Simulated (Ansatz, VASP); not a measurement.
**Two plane-wave programs on HfO2**

```
Hf O
1.0
     0.00000    2.59834    2.59834
     2.59834    0.00000    2.59834
     2.59834    2.59834    0.00000
Hf O
1 2
Direct
  0.00000 0.00000 0.00000
  0.25000 0.25000 0.25000
  0.75000 0.75000 0.75000
```

Alike in both runs: task single point; functional PBE; k mesh 8 × 8 × 8; occupations gaussian, width 0.02 eV; no spin polarisation.

|  | VASP | Ansatz |
| --- | --- | --- |
| version | VASP 6.6.1 | Ansatz 0.2.0 |
| potentials or method | VASP PAW PBE potentials, release 64 (Hf_pv, O), cutoff 520 eV | scalar-relativistic, plane waves, PAW |
| valence electrons in the cell | 22 | 38 |

Ansatz gave:

```
gap on the k mesh at the Fermi level (eV) : 3.60
least direct gap on the mesh (eV)         : 3.60
pressure (GPa)                            : -12.6
```

Problem. What did VASP give for the same quantities?

Solution. gap on the k mesh at the Fermi level (eV): 3.60; least direct gap on the mesh (eV): 3.60; pressure (GPa): -15.7.

VASP's potentials hold 22 valence electrons a cell and Ansatz's 38, so a difference there can come from the potentials and not from the codes.

Spin-orbit coupling is off throughout.
